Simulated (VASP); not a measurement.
# Al4N3 (P-43m) in VASP: notebook

Runs on Al4N3. Level: PBE. Tasks: single point, relaxation of cell and atoms.

All numbers are computed with VASP 6.6.1; they aren't measurements. Logs are shortened: lines on timing, memory, paths and dates and some standing lists are left out, and cuts for length are marked.

## (1) The cell of the first run

Symmetry: P-43m, No. 215, cubic system. The conventional cell has a = 4.380 Å, b = 4.380 Å, c = 4.380 Å, α = 90.00°, β = 90.00°, γ = 90.00°. Al (site symmetry 3m) has 3 N at 1.91 Å within 2.5 Å. Within 2.5 Å of N (site symmetry -42m) lie 4 Al at 1.91 Å.

## (2) Single point, PBE

Input file INCAR:

```
SYSTEM = Al4N3
  PREC = Accurate
  ENCUT = 520
  EDIFF = 1E-6
  ISMEAR = 0
  SIGMA = 0.2
  LREAL = .False.
  LASPH = .True.
  NELM = 100
  ALGO = Normal
  ISIF = 2
  LWAVE = .False.
  LCHARG = .False.
  GGA = PE
  NBANDS = 22
```

Input file KPOINTS:

```
Automatic mesh
0
Gamma
  4 4 4
  0 0 0
```

Input file POSCAR:

```
Al4N3
1.0
    4.3800077176      0.0000000000      0.0000000000
    0.0000000000      4.3800077176      0.0000000000
    0.0000000000      0.0000000000      4.3800077176
Al N
4 3
Direct
    0.7538590999      0.7538590999      0.2461409001
    0.2461409001      0.2461409001      0.2461409001
    0.7538590999      0.2461409001      0.7538590999
    0.2461409001      0.7538590999      0.7538590999
    0.5000000000      0.0000000000      0.5000000000
    0.0000000000      0.5000000000      0.5000000000
    0.5000000000      0.5000000000      0.0000000000
```

Potentials or basis: VASP PAW PBE potentials, release 64 (Al, N).

Started as:

```console
> cat potpaw_PBE.64/Al/POTCAR potpaw_PBE.64/N/POTCAR > POTCAR
> mpirun -np 1 vasp_std > vasp.out
```

OUTCAR:

```text
SYSTEM = Al4N3
   PREC = Accurate
   ENCUT = 520
   EDIFF = 1E-6
   ISMEAR = 0
   LREAL = .False.
   LASPH = .True.
   NELM = 100
   ISIF = 2
   GGA = PE

 ion  position               nearest neighbor table
   1  0.754  0.754  0.246-   5 1.91   6 1.91   7 1.91   2 3.05   3 3.05   4 3.05   3 3.10   4 3.10
                             2 3.10   3 3.10   2 3.10   4 3.10   3 3.14   4 3.14   2 3.14
   2  0.246  0.246  0.246-   5 1.91   6 1.91   7 1.91   1 3.05   3 3.05   4 3.05   1 3.10   3 3.10
                             1 3.10   4 3.10   3 3.10   4 3.10   3 3.14   4 3.14   1 3.14
   3  0.754  0.246  0.754-   5 1.91   6 1.91   7 1.91   1 3.05   2 3.05   4 3.05   1 3.10   4 3.10
                             1 3.10   2 3.10   2 3.10   4 3.10   1 3.14   4 3.14   2 3.14
   4  0.246  0.754  0.754-   5 1.91   6 1.91   7 1.91   1 3.05   2 3.05   3 3.05   1 3.10   3 3.10
                             1 3.10   2 3.10   2 3.10   3 3.10   1 3.14   3 3.14   2 3.14
   5  0.500  0.000  0.500-   1 1.91   2 1.91   3 1.91   4 1.91
   6  0.000  0.500  0.500-   1 1.91   2 1.91   3 1.91   4 1.91
   7  0.500  0.500  0.000-   1 1.91   2 1.91   3 1.91   4 1.91

  LATTYP: Found a simple cubic cell.
 ALAT       =     4.3800077176

  Lattice vectors:

 A1 = (   4.3800077176,   0.0000000000,   0.0000000000)
 A2 = (   0.0000000000,   4.3800077176,   0.0000000000)
 A3 = (   0.0000000000,   0.0000000000,   4.3800077176)

Analysis of symmetry for initial positions (statically):
=====================================================================
 Subroutine PRICEL returns:
 Original cell was already a primitive cell.

 Routine SETGRP: Setting up the symmetry group for a
 simple cubic supercell.

 Subroutine GETGRP returns: Found 24 space group operations
 (whereof 24 operations were pure point group operations)
 out of a pool of 48 trial point group operations.

The static configuration has the point symmetry T_d .

Analysis of symmetry for dynamics (positions and initial velocities):
=====================================================================
 Subroutine PRICEL returns:
 Original cell was already a primitive cell.

 Routine SETGRP: Setting up the symmetry group for a
 simple cubic supercell.

 Subroutine GETGRP returns: Found 24 space group operations
 (whereof 24 operations were pure point group operations)
 out of a pool of 48 trial point group operations.

The dynamic configuration has the point symmetry T_d .

 Subroutine INISYM returns: Found 24 space group operations
 (whereof 24 operations are pure point group operations),
 and found     1 'primitive' translations

----------------------------------------------------------------------------------------

                                     Primitive cell

  volume of cell :      84.0281

  direct lattice vectors                    reciprocal lattice vectors
     4.380007718  0.000000000  0.000000000     0.228310100  0.000000000  0.000000000
     0.000000000  4.380007718  0.000000000     0.000000000  0.228310100  0.000000000
     0.000000000  0.000000000  4.380007718     0.000000000  0.000000000  0.228310100

  length of vectors
     4.380007718  4.380007718  4.380007718     0.228310100  0.228310100  0.228310100

  position of ions in fractional coordinates (direct lattice)
     0.753859100  0.753859100  0.246140900
     0.246140900  0.246140900  0.246140900
     0.753859100  0.246140900  0.753859100
     0.246140900  0.753859100  0.753859100
     0.500000000  0.000000000  0.500000000
     0.000000000  0.500000000  0.500000000
     0.500000000  0.500000000  0.000000000

  ion indices of the primitive-cell ions
   primitive index   ion index
                 1           1
                 2           2
                 3           3
                 4           4
                 5           5
                 6           6
                 7           7

----------------------------------------------------------------------------------------

 KPOINTS: Automatic mesh

Automatic generation of k-mesh.
 Grid dimensions read from file:
 generate k-points for:    4    4    4

 Generating k-lattice:

  Cartesian coordinates                     Fractional coordinates (reciprocal lattice)
     0.057077525  0.000000000  0.000000000     0.250000000  0.000000000  0.000000000
     0.000000000  0.057077525  0.000000000     0.000000000  0.250000000  0.000000000
     0.000000000  0.000000000  0.057077525     0.000000000  0.000000000  0.250000000

  Length of vectors
     0.057077525  0.057077525  0.057077525

  Shift w.r.t. Gamma in fractional coordinates (k-lattice)
     0.000000000  0.000000000  0.000000000

 Subroutine IBZKPT returns following result:
 ===========================================

 Found     10 irreducible k-points:

 Following reciprocal coordinates:
            Coordinates               Weight
  0.000000  0.000000  0.000000      1.000000
  0.250000  0.000000  0.000000      6.000000
  0.500000  0.000000  0.000000      3.000000
  0.250000  0.250000  0.000000     12.000000
  0.500000  0.250000  0.000000     12.000000
  0.500000  0.500000  0.000000      3.000000
  0.250000  0.250000  0.250000      8.000000
  0.500000  0.250000  0.250000     12.000000
  0.500000  0.500000  0.250000      6.000000
  0.500000  0.500000  0.500000      1.000000
   k-points           NKPTS =     10   k-points in BZ     NKDIM =     10   number of bands    NBANDS=     22
   number of dos      NEDOS =    301   number of ions     NIONS =      7
   total plane-waves  NPLWV =  46656
   dimension x,y,z NGX =    36 NGY =   36 NGZ =   36
   dimension x,y,z NGXF=    72 NGYF=   72 NGZF=   72
   ions per type =               4   3
   NGX,Y,Z   is equivalent  to a cutoff of  13.66, 13.66, 13.66 a.u.
   NGXF,Y,Z  is equivalent  to a cutoff of  27.33, 27.33, 27.33 a.u.
 SYSTEM =  Al4N3
   PREC   = accura    normal or accurate (medium, high low for compatibility)
   ISTART =      0    job   : 0-new  1-cont  2-samecut
   ICHARG =      2    charge: 1-file 2-atom 10-const
   ISPIN  =      1    spin polarized calculation?
   LNONCOLLINEAR =      F non collinear calculations
   LSORBIT =      F    spin-orbit coupling
   LASPH  =      T    aspherical Exc in radial PAW
   ENCUT  =  520.0 eV  38.22 Ry    6.18 a.u.   8.14  8.14  8.14*2*pi/ulx,y,z
   NELM   =    100;   NELMIN=  2; NELMDL= -5     # of ELM steps
   EDIFF  = 0.1E-05   stopping-criterion for ELM
   LREAL  =      F    real-space projection
   EDIFFG = 0.1E-04   stopping-criterion for IOM
   NSW    =      0    number of steps for IOM
   IBRION =     -1    ionic relax: 0-MD 1-quasi-New 2-CG
   NFREE  =      0    steps in history (QN), initial steepest desc. (CG)
   ISIF   =      2    stress and relaxation
   ISYM   =      2    0-nonsym 1-usesym 2-fastsym
   POTIM  = 0.5000    time-step for ionic-motion
   TEBEG  =    0.0;   TEEND  =   0.0 temperature during run
   PSTRESS=    0.0 pullay stress
   NELECT =      27.0000    total number of electrons
   NUPDOWN=      -1.0000    fix difference up-down
   EMIN   =  10.00;   EMAX   =-10.00  energy-range for DOS
   EFERMI =   0.00;   METHOD = LEGACY
   ISMEAR =     0;   SIGMA  =   0.20  broadening in eV -4-tet -1-fermi 0-gaus
   EFERMI_NEDOS =   21; number of points for ismear=-14 and -15
   IALGO  =     38    algorithm
   IMIX   =      4    mixing-type and parameters
     AMIX     =   0.40;   BMIX     =  1.00
     AMIX_MAG =   1.60;   BMIX_MAG =  1.00
  volume/ion in A,a.u.               =      12.00        81.01
  Fermi-wavevector in a.u.,A,eV,Ry     =   1.121298  2.118947 17.106743  1.257310
  Thomas-Fermi vector in A             =   2.257951
   LORBIT       =      0    0 simple, 1 ext, 2 COOP (PROOUT), +10 PAW based schemes
   GGA     = PE    functional components
   LHFCALC =     F    Hartree Fock is set to
   AEXX    =    0.0000 exact exchange contribution
   IVDW    =     0    specifies the selected vdW correction
   LEPSILON=     F    determine dielectric tensor
   LRPA    =     F    only Hartree local field effects (RPA)
 non-spin polarized calculation
 Gauss-broadening in eV      SIGMA  =   0.20
  energy-cutoff  :      520.00
  volume of cell :       84.03
 maximum number of plane-waves:      2301
 NGX is ok and might be reduce to    36
   NGX = 17   NGY = 17   NGZ = 17

 number of electron      26.9999995 magnetization

 Free energy of the ion-electron system (eV)
  ---------------------------------------------------
  ext. energy  EPLUGINS =         0.00000000
  ---------------------------------------------------
  free energy    TOTEN  =       -46.09345571 eV

  energy without entropy =      -46.07375024  energy(sigma->0) =      -46.08360298

 E-fermi :   8.5559     XC(G=0): -10.5591

 val. band max:        8.5112232162   @ k =   0.0000   0.0000   0.0000
 cond. band min:       8.7423100174   @ k =   0.5000   0.2500   0.2500
 fundamental gap:      0.2310868011
 Fermi energy:         8.5558868054

 k-point     1 :       0.0000    0.0000    0.0000
  band No.  band energies     occupation
      1      -9.2377      2.00000
      2      -7.0672      2.00000
      3      -7.0672      2.00000
      4       0.8732      2.00000
      5       0.8732      2.00000
      6       0.8732      2.00000
[... 14 lines left out ...]
     21      14.0142      0.00000
     22      14.0142      0.00000

 k-point     2 :       0.2500    0.0000    0.0000
  band No.  band energies     occupation
      1      -8.9925      2.00000
      2      -7.4013      2.00000
      3      -7.0397      2.00000
      4       0.6053      2.00000
      5       1.1605      2.00000
      6       1.1605      2.00000
[... 14 lines left out ...]
     21      15.4700      0.00000
     22      15.4700      0.00000
[... 173 lines left out ...]
     21      14.4463      0.00000
     22      16.0618      0.00000

 k-point    10 :       0.5000    0.5000    0.5000
  band No.  band energies     occupation
      1      -7.6832      2.00000
      2      -7.6832      2.00000
      3      -7.6832      2.00000
      4      -0.4141      2.00000
      5       0.0937      2.00000
      6       0.0937      2.00000
[... 14 lines left out ...]
     21      16.3376      0.00000
     22      16.3376      0.00000

------------------------ aborting loop because EDIFF is reached ----------------------------------------

  FORCE on cell =-STRESS in cart. coord.  units (eV):
  Direction    XX          YY          ZZ          XY          YZ          ZX
  --------------------------------------------------------------------------------------
  -------------------------------------------------------------------------------------
  Total       -0.0956973     -0.0956973     -0.0956973      0.0000000     -0.0000000      0.0000000
  in kB       -1.8246755     -1.8246755     -1.8246755      0.0000000     -0.0000000      0.0000000
  external PRESSURE =      -1.8246755 kB  Pullay stress =       0.0000000 kB

 VOLUME and BASIS-vectors are now :
 -----------------------------------------------------------------------------
  energy-cutoff  :      520.00
  volume of cell :       84.03
      direct lattice vectors                 reciprocal lattice vectors
     4.380007718  0.000000000  0.000000000     0.228310100  0.000000000  0.000000000
     0.000000000  4.380007718  0.000000000     0.000000000  0.228310100  0.000000000
     0.000000000  0.000000000  4.380007718     0.000000000  0.000000000  0.228310100

 POSITION                                       TOTAL-FORCE (eV/Angst)
 -----------------------------------------------------------------------------------
      3.30191      3.30191      1.07810        -0.023608     -0.023608      0.023608
      1.07810      1.07810      1.07810         0.023608      0.023608      0.023608
      3.30191      1.07810      3.30191        -0.023608      0.023608     -0.023608
      1.07810      3.30191      3.30191         0.023608     -0.023608     -0.023608
      2.19000      0.00000      2.19000         0.000000     -0.000000     -0.000000
      0.00000      2.19000      2.19000         0.000000     -0.000000     -0.000000
      2.19000      2.19000      0.00000         0.000000     -0.000000     -0.000000
 -----------------------------------------------------------------------------------
    total drift:                                0.000000      0.000000      0.000000

  FREE ENERGIE OF THE ION-ELECTRON SYSTEM (eV)
  ---------------------------------------------------
  free  energy   TOTEN  =       -46.0934557094 eV

  energy  without entropy=      -46.0737502412  energy(sigma->0) =      -46.08360298
```

Run time: 8.8 s. Hardware: 1 thread of Intel Xeon 6975P-C (Granite Rapids), shared host; peak memory 0.19 GiB.

Results:

| Property | Result |
| --- | --- |
| Free energy | -46.0935 eV |
| Pressure | -0.2 GPa |
| Largest force | 0.041 eV/Å |

Forces in eV/Å, atoms in the order of the input:
```
Al  -0.024 -0.024  0.024
Al   0.024  0.024  0.024
Al  -0.024  0.024 -0.024
Al   0.024 -0.024 -0.024
N    0.000  0.000  0.000
N    0.000  0.000  0.000
N    0.000  0.000  0.000
```

(Continued in part 2 of 4.)
